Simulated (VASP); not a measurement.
Wanted: the native input for a VASP 6.6.1 run.

| Property | Result |
| --- | --- |
| Task | single point |
| Functional | PBE |
| Potentials or basis | VASP PAW PBE potentials, release 64 (Pt, S) |
| Cutoff | 520 eV |
| k mesh | 3 × 3 × 1 |
| Occupations | gaussian, width 0.1 eV |
| Spin | no spin polarisation |
| Dipole correction | no |
| Further INCAR settings | ALGO = Normal; EDIFF = 1e-07; NBANDS = 18 |

The structure of PtS2 lies in POSCAR:

```
PtS2
1.0
    3.5431994758      0.0000000000      0.0000000000
   -1.7715997379      3.0685007567      0.0000000000
    0.0000000000      0.0000000000      5.0388000000
Pt S
1 2
Direct
    0.0000000000      0.0000000000      0.0000000000
    0.3333333333      0.6666666667      0.2500000000
    0.6666666667      0.3333333333      0.7500000000
```

These files were run (other wordings do the same):

INCAR

```
PREC = Accurate
ENCUT = 520
EDIFF = 1E-7
ISMEAR = 0
SIGMA = 0.1
LREAL = F
LASPH = T
NELM = 60
ALGO = Normal
ISIF = 2
LWAVE = F
LCHARG = F
GGA = PE
NBANDS = 18
```

KPOINTS

```
regular mesh
0
Gamma
  3 3 1
```

Potentials or basis: VASP PAW PBE potentials, release 64 (Pt, S).

Launch:

```sh
$ cat potpaw_PBE.64/Pt/POTCAR potpaw_PBE.64/S/POTCAR > POTCAR
$ mpirun -np 1 vasp_std > vasp.out
```

It gave:

```yaml
Pressure: 0.5 GPa
Largest_force: 0.513 eV/Å
Band_gap_on_the_k_mesh: 0.52 eV, indirect (least direct gap 1.74 eV)
```

Caveat: the k points lie up to 1.25 Å⁻¹ apart; spin-orbit coupling is left out, which moves the levels of the heavy elements.

Run time: 8 s on 1 thread of AMD EPYC 7R43 64-Core Processor (Zen 3), with other jobs on the host, peak memory 0.13 GiB.
